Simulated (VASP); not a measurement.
Set up this calculation in VASP 6.6.1, as the native input.

```
Task                   : single point
Functional             : r2SCAN
Potentials or basis    : VASP PAW PBE potentials, release 64 (N)
Cutoff                 : 520 eV
k mesh                 : 6 × 6 × 4
Occupations            : gaussian, width 0.02 eV
Spin                   : no spin polarisation
Dipole correction      : no
Further INCAR settings : ALGO = Normal; EDIFF = 1e-07; NBANDS = 18
```

The system is N.

```
N
1.0
     4.18597    0.00000    0.00000
     0.00000    4.18597    0.00000
     0.00000    0.00000    5.40957
N
4
Direct
  0.90767 0.90767 0.00000
  0.59233 0.40767 0.50000
  0.09233 0.09233 0.00000
  0.40767 0.59233 0.50000
```

These files were run (other wordings do the same):

POSCAR

```
N
1.0
    4.1859738772      0.0000000000      0.0000000000
    0.0000000000      4.1859738772      0.0000000000
    0.0000000000      0.0000000000      5.4095676053
N
4
Direct
    0.9076743876      0.9076743876      0.0000000000
    0.5923256124      0.4076743876      0.5000000000
    0.0923256124      0.0923256124      0.0000000000
    0.4076743876      0.5923256124      0.5000000000
```

INCAR.step1

```
PREC = Accurate
ENCUT = 520
ISMEAR = -5
SIGMA = 0.02
LREAL = False
LASPH = True
NELM = 100
NBANDS = 18
GGA = PE
ALGO = Normal
EDIFF = 1E-4
LWAVE = True
LCHARG = False
```

INCAR.step2

```
PREC = Accurate
ENCUT = 520
EDIFF = 1E-7
ISMEAR = 0
SIGMA = 0.02
LREAL = False
LASPH = True
NELM = 100
ALGO = Normal
ISIF = 2
LWAVE = False
LCHARG = False
METAGGA = R2SCAN
LMIXTAU = True
LORBIT = 10
NBANDS = 18
ISTART = 1
```

KPOINTS

```
Automatic mesh
0
Gamma
  6 6 4
```

Potentials or basis: VASP PAW PBE potentials, release 64 (N).

Run with:

```sh
$ cat potpaw_PBE.64/N/POTCAR > POTCAR
$ cp INCAR.step1 INCAR
$ mpirun -np 1 vasp_std > vasp.out
$ cp INCAR.step2 INCAR
$ mpirun -np 1 vasp_std > vasp.out
```

Results of the run:

```yaml
Pressure: 2.5 GPa
Largest_force: 2.312 eV/Å
Band_gap_on_the_k_mesh: 7.85 eV, indirect (least direct gap 7.99 eV)
Valence_electrons_inside_the_program's_atomic_spheres: N 3.90
```

Caveat: the standard files for N, O and F lose accuracy on very short bonds; the PAW data sets were made with another functional, which shifts forces and pressure a little.

It took 75 s on 1 thread of Intel(R) Xeon(R) 6975P-C (Granite Rapids), with other jobs on the host, peak memory 0.2 GiB.
